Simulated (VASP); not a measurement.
Set up this calculation in VASP 6.6.1, as the native input.

```yaml
Task: single point
Functional: PBE
Potentials_or_basis: VASP PAW PBE potentials, release 64 (La)
Cutoff: 520 eV
k_mesh: 9 × 9 × 4
Occupations: gaussian, width 0.1 eV
Spin: no spin polarisation
Dipole_correction: no
Further_INCAR_settings: ALGO = Normal; EDIFF = 1e-06; NBANDS = 18
```

The structure of La lies in POSCAR:

```
La
1.0
    3.9307778780      0.0000000000      0.0000000000
   -1.9653889390      3.4041534990      0.0000000000
    0.0000000000      0.0000000000      6.1119535200
La
2
Direct
    0.6666666700      0.3333333300      0.7537643200
    0.3333333300      0.6666666700      0.2462356800
```

These files were run (other wordings do the same):

INCAR

```
PREC = Accurate
ENCUT = 520
EDIFF = 1E-6
ISMEAR = 0
SIGMA = 0.1
LREAL = F
LASPH = T
NELM = 80
ALGO = Normal
ISIF = 2
LWAVE = F
LCHARG = F
GGA = PE
NBANDS = 18
```

KPOINTS

```
Automatic mesh
0
Gamma
  9 9 4
```

Potentials or basis: VASP PAW PBE potentials, release 64 (La).

The run is started by

```console
$ cat potpaw_PBE.64/La/POTCAR > POTCAR
$ mpirun -np 1 vasp_std > vasp.out
```

It gave:

* Pressure: -1.7 GPa
* Largest force: 0.023 eV/Å
* Band gap on the k mesh: zero (band 11 reaches 8.09 eV, above the bottom of band 12 at 6.65 eV)

Caveat: spin-orbit coupling is left out, which moves the levels of the heavy elements.

It took 69 s on 1 thread of Intel(R) Xeon(R) Platinum 8488C (Sapphire Rapids), with other jobs on the host, peak memory 0.23 GiB.
